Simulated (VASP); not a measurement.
Set up this calculation in VASP 6.6.1, as the native input.

```
Task                   : single point
Functional             : PBEsol
Potentials or basis    : VASP PAW PBE potentials, release 64 (Cu)
Cutoff                 : 520 eV
k mesh                 : 18 × 18 × 20
Occupations            : gaussian, width 0.1 eV
Spin                   : no spin polarisation
Dipole correction      : no
Further INCAR settings : ALGO = Fast; EDIFF = 1e-07; NBANDS = 18
```

The structure of Cu lies in POSCAR:

```
Cu
1.0
    2.8612816151      0.0000000000      0.0000000000
    0.0000000000      2.8612816151      0.0000000000
    0.0000000000      0.0000000000      2.6928142688
Cu
2
Direct
    0.0000000000      0.0000000000      0.0000000000
    0.5000000000      0.5000000000      0.5000000000
```

This cell differs from its parent crystal: equal strain along all axes, cell held: -1.0 %.

These files were run (other wordings do the same):

INCAR

```
SYSTEM = Cu
PREC = Accurate
ENCUT = 520
EDIFF = 1E-7
ISMEAR = 0
SIGMA = 0.1
LREAL = .False.
LASPH = .True.
NELM = 80
ALGO = Fast
ISIF = 2
LWAVE = .False.
LCHARG = .False.
GGA = PS
NBANDS = 18
```

KPOINTS

```
regular mesh
0
Gamma
  18 18 20
  0 0 0
```

Potentials or basis: VASP PAW PBE potentials, release 64 (Cu).

Command:

```sh
$ cat potpaw_PBE.64/Cu/POTCAR > POTCAR
$ mpirun -np 1 vasp_std > vasp.out
```

Results of the run:

```yaml
Pressure: 6.3 GPa
Band_gap_on_the_k_mesh: zero (bands 11 and 12 overlap by 7.98 eV)
```

Caveat: the cell differs from its parent crystal (equal strain along all axes, cell held: -1.0 %); the cell stands under pressure; the PAW data sets were made with another functional, which shifts forces and pressure a little.

Run time: 110 s on 1 thread of Intel(R) Xeon(R) Platinum 8488C (Sapphire Rapids), with other jobs on the host, peak memory 0.29 GiB.
